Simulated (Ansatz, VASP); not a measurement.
# One calculation of Mn, two programs

File INCAR:

```
PREC = Accurate ; ENCUT = 600
EDIFF = 1E-7 ; ISMEAR = 0
SIGMA = 0.1 ; LREAL = F
LASPH = T ; NELM = 60
ALGO = Fast ; ISIF = 3
LWAVE = F ; LCHARG = F
GGA = PE ; IBRION = 2
NSW = 90 ; EDIFFG = -0.04
```

KPOINTS

```
Automatic mesh
0
Gamma
  9 9 9
```

File POSCAR:

```
Mn
1.0
    4.8082004006      2.7760157956      0.8587045628
   -4.8082004006      2.7760157956      0.8587045628
    0.0000000000     -5.5520315912      0.8587045628
Mn
6
Direct
    0.4601365873      0.2266286867      0.0556046492
    0.0556046492      0.4601365873      0.2266286867
    0.2266286867      0.0556046492      0.4601365873
    0.5398634127      0.7733713133      0.9443953508
    0.9443953508      0.5398634127      0.7733713133
    0.7733713133      0.9443953508      0.5398634127
```

Input for Ansatz:

```yaml
crystal:
  lattice:
    - [4.8082004006, 2.7760157956, 0.8587045628]
    - [-4.8082004006, 2.7760157956, 0.8587045628]
    - [0.0, -5.5520315912, 0.8587045628]
  atoms:
    - { symbol: Mn, position: [0.4601365873, 0.2266286867, 0.0556046492] }
    - { symbol: Mn, position: [0.0556046492, 0.4601365873, 0.2266286867] }
    - { symbol: Mn, position: [0.2266286867, 0.0556046492, 0.4601365873] }
    - { symbol: Mn, position: [0.5398634127, 0.7733713133, 0.9443953508] }
    - { symbol: Mn, position: [0.9443953508, 0.5398634127, 0.7733713133] }
    - { symbol: Mn, position: [0.7733713133, 0.9443953508, 0.5398634127] }
basis:
  ecutwfc: 420
kpoints:
  mp_grid: { grid: [9, 9, 9] }
hamiltonian:
  xc: pbe
scf:
  occupations: { method: gaussian, width: 0.1 }
  lower_state_search: "off"
output:
  forces: true
  stress: true
  eigenvalues: true
relax:
  adjacent_minimum: "off"
  f_tol: 0.04
  max_steps: 70
  cell: { stress_tol: 0.4 }
```

Alike in both runs: task relaxation of cell and atoms; functional PBE; k mesh 9 × 9 × 9; occupations gaussian, width 0.1 eV; no spin polarisation.

|  | VASP | Ansatz |
| --- | --- | --- |
| version | VASP 6.6.1 | Ansatz 0.2.0 |
| potentials or method | VASP PAW PBE potentials, release 64 (Mn_pv), cutoff 600 eV | scalar-relativistic, plane waves, PAW |
| valence electrons in the cell | 78 | 90 |

VASP gave:

| Quantity | Value |
| --- | --- |
| gap on the k mesh at the Fermi level, each at its own relaxed structure (eV) | none |
| relaxed volume (Å³/atom) | 11.47 |
| relaxed length of the cell vector where the two differ most in proportion (Å) | 5.627 |

Problem. Estimate Ansatz's values.

Solution. gap on the k mesh at the Fermi level, each at its own relaxed structure (eV): none; relaxed volume (Å³/atom): 11.48; relaxed length of the cell vector where the two differ most in proportion (Å): 5.637.

A gap of «none» marks a metal or a gap that the smearing closes. VASP's potentials hold 78 valence electrons a cell and Ansatz's 90, so a difference there can come from the potentials and not from the codes.
